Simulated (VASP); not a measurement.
## Ta: single point with PBE

The system is Ta.

```
Ta
1.0
    -1.65128    1.65128    1.65128
     1.65128   -1.65128    1.65128
     1.65128    1.65128   -1.65128
Ta
1
Direct
  0.00000 0.00000 0.00000
```

- Program: VASP 6.6.1
- Task: single point
- Functional: PBE
- Potentials or basis: VASP PAW PBE potentials, release 64 (Ta_pv)
- Cutoff: 520 eV
- k mesh: 7 × 7 × 7
- Occupations: methfessel-paxton, width 0.05 eV
- Spin: no spin polarisation
- Dipole correction: no
- Further INCAR settings: ALGO = Normal; EDIFF = 1e-06; NBANDS = 12

- Pressure: 3.9 GPa

Levels at points of the mesh, in eV from the Fermi level:
```
           k point  band 1  band 2  band 3  band 4  band 5  band 6  band 7  band 8  band 9  band 10
(0.00, 0.00, 0.00)  -32.94  -32.94  -32.94   -7.75    0.88    0.88    0.88    4.16    4.16    14.81
```

It took 9.9 s on 1 thread of AMD EPYC 7R13, on a shared host, peak memory 0.11 GiB.

Caveat: the k points lie up to 0.38 Å⁻¹ apart; spin-orbit coupling is left out, which moves the levels of the heavy elements.
